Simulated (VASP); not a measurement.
A run of VASP 6.6.1 is set up as follows.

Contents of INCAR:

```
  PREC = Accurate
  ENCUT = 520
  EDIFF = 1E-7
  ISMEAR = -1
  SIGMA = 0.05
  LREAL = False
  LASPH = True
  NELM = 80
  ALGO = Fast
  ISIF = 2
  LWAVE = False
  LCHARG = False
  GGA = RE
  IVDW = 13
  NBANDS = 9
```

KPOINTS

```
Automatic mesh
0
Gamma
  10 10 5
```

File POSCAR:

```
Mg
1.0
    3.1437856987      0.0000000000      0.0000000000
   -1.5718928494      2.7225982792      0.0000000000
    0.0000000000      0.0000000000      5.1039375022
Mg
2
Direct
    0.6666666667      0.3333333333      0.7500000000
    0.3333333333      0.6666666667      0.2500000000
```

Potentials or basis: VASP PAW PBE potentials, release 64 (Mg).

Launch:

```sh
$ cat potpaw_PBE.64/Mg/POTCAR > POTCAR
$ mpirun -np 1 vasp_std > vasp.out
```

Problem. Predict the band gap on the k mesh.

Solution. Zero (band 2 reaches 3.62 eV, above the bottom of band 3 at 1.77 eV).

Problem. What does it give for the pressure?

Solution. 2.0 GPa.

Stress tensor (GPa, compression positive):
```
1.63 0.00 0.00
0.00 1.63 0.00
0.00 0.00 2.63
```

Caveat: the PAW data sets were made with another functional, which shifts forces and pressure a little; pairwise dispersion overbinds metals, which lowers pressure and volume.
